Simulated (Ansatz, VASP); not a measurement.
This is a calculation of Sb for Ansatz 0.2.0.

The input input.yaml:

```yaml
crystal:
  lattice:
    - [3.1014456505, 0.0, 0.0]
    - [0.0, 4.3183391477, 0.0]
    - [-0.0386538176, 0.0, 4.3762816325]
  atoms:
    - { symbol: Sb, position: [0.011389, 0.25, 0.241166] }
    - { symbol: Sb, position: [0.988611, 0.75, 0.758834] }
hamiltonian:
  xc: lda
  pseudopotentials: { kind: paw }
kpoints:
  mp_grid: { grid: [9, 6, 6] }
scf:
  occupations: { method: fermi_dirac, width: 0.05 }
output:
  forces: true
  stress: true
  eigenvalues: true
```

Potentials or basis: Ansatz PAW.

Run with:

```console
$ ansatz run input.yaml --threads 2 --pin off --max-ram 5632MiB --backend cpu --events-out ev --progress --plain --runs-dir out
```

Task: Set up the same calculation for VASP 6.6.1. Potentials there: VASP PAW LDA potentials, release 64 (Sb).

Result: As run (the cutoff follows the program's own potentials):

File INCAR:

```
ALGO     = Normal         # electronic algorithm
EDIFF    = 1E-6           # SCF threshold, eV
ENCUT    = 520            # plane-wave cutoff, eV
ISIF     = 2              # what is computed and relaxed
ISMEAR   = -1             # smearing method
LASPH    = T              # aspherical terms in the spheres
LCHARG   = F              # write CHGCAR
LREAL    = F              # projectors in reciprocal space
LWAVE    = F              # write WAVECAR
NBANDS   = 12             # bands
NELM     = 100            # most SCF steps
PREC     = Accurate       # precision mode
SIGMA    = 0.05           # smearing width, eV
```

The input KPOINTS:

```
k-points
0
Gamma
  9 6 6
```

The input POSCAR:

```
Sb
1.0
    3.1014456505      0.0000000000      0.0000000000
    0.0000000000      4.3183391477      0.0000000000
   -0.0386538176      0.0000000000      4.3762816325
Sb
2
Direct
    0.0113890000      0.2500000000      0.2411660000
    0.9886110000      0.7500000000      0.7588340000
```

Potentials or basis: VASP PAW LDA potentials, release 64 (Sb).

Command:

```bash
$ cat potpaw_LDA.64/Sb/POTCAR > POTCAR
$ mpirun -np 1 vasp_std > vasp.out
```

Both were run:

|  | VASP | Ansatz | Ansatz less VASP |
| --- | --- | --- | --- |
| gap on the k mesh at the Fermi level (eV) | none | none | - |
| pressure (GPa) | -2.1 | -2.3 | -0.17 |
| traceless stress, the component that is largest in VASP (GPa) | -0.27 | -0.28 | -0.012 |
| rms of the force components (eV/Å) | 0.037 | 0.030 | -0.0070 |

LDA's correlation is that of Perdew and Zunger in VASP and of Perdew and Wang (1992) in Ansatz. Atom by atom the forces differ by 0.009 eV/Å (rms over components). A gap of «none» marks a metal or a gap that the smearing closes. VASP's potentials hold 10 valence electrons a cell and Ansatz's 30, so a difference there can come from the potentials and not from the codes.

Neither program's run includes spin-orbit coupling.
